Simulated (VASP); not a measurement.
Wanted: the native input for a VASP 6.6.1 run.

```yaml
Task: single point
Functional: LDA
Potentials_or_basis: VASP PAW LDA potentials, release 64 (Zn, S)
Cutoff: 520 eV
k_mesh: 8 × 8 × 5
Occupations: fermi-dirac, width 0.05 eV
Spin: no spin polarisation
Dipole_correction: no
Further_INCAR_settings: ALGO = Normal; EDIFF = 1e-07; NBANDS = 26
```

The structure of ZnS (Wurtzite-2H) lies in POSCAR:

```
ZnS
1.0
    3.7854220481      0.0000000000      0.0000000000
   -1.8927110241      3.2782716577      0.0000000000
    0.0000000000      0.0000000000      6.1921598132
Zn S
2 2
Direct
    0.6666666667      0.3333333333      0.5000000000
    0.3333333333      0.6666666667      0.0000000000
    0.6666666667      0.3333333333      0.8850000000
    0.3333333333      0.6666666667      0.3850000000
```

This cell differs from its parent crystal: volume scaled by 0.98.

One way to write it, as run:

INCAR

```
SYSTEM = ZnS
ALGO = Normal
EDIFF = 1E-7
ENCUT = 520
GGA = CA
ISIF = 2
ISMEAR = -1
LASPH = .TRUE.
LCHARG = .FALSE.
LREAL = .FALSE.
LWAVE = .FALSE.
NBANDS = 26
NELM = 100
PREC = Accurate
SIGMA = 0.05
```

KPOINTS

```
k-points
0
G
  8 8 5
  0 0 0
```

Potentials or basis: VASP PAW LDA potentials, release 64 (Zn, S).

Command:

```console
$ cat potpaw_LDA.64/Zn/POTCAR potpaw_LDA.64/S/POTCAR > POTCAR
$ mpirun -np 1 vasp_std > vasp.out
```

It gave:

```yaml
Pressure: -2.2 GPa
Largest_force: 0.322 eV/Å
Band_gap_on_the_k_mesh: 2.12 eV, direct
```

Wall time 38 s on 1 thread of Intel(R) Xeon(R) Platinum 8259CL CPU @ 2.50GHz (Skylake/Cascade Lake), with other jobs on the host, peak memory 0.18 GiB.
